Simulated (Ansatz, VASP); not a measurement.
# Two plane-wave programs on CdS

```xyz
2
Lattice="0.0000 2.9632 2.9632 2.9632 0.0000 2.9632 2.9632 2.9632 0.0000" Properties=species:S:1:pos:R:3 pbc="T T T"
Cd    0.0000    0.0000    0.0000
S     1.4816    1.4816    1.4816
```

Alike in both runs: task single point; functional PBE; k mesh 8 × 8 × 8; occupations gaussian, width 0.02 eV; non-collinear spin, spin-orbit coupling.

```csv
,VASP,Ansatz
version,VASP 6.6.1,Ansatz 0.2.0
potentials or method,"VASP PAW PBE potentials, release 64 (Cd, S), cutoff 520 eV","plane waves, PAW"
valence electrons in the cell,18,26
```

```csv
,VASP,Ansatz,Ansatz less VASP
pressure (GPa),0.3,0.0,-0.31
net moment per atom (μB),0.00,0.00,0.000
```

The functional is the same, so the differences come from potentials, cutoffs and numerics. VASP's potentials hold 18 valence electrons a cell and Ansatz's 26, so a difference there can come from the potentials and not from the codes.
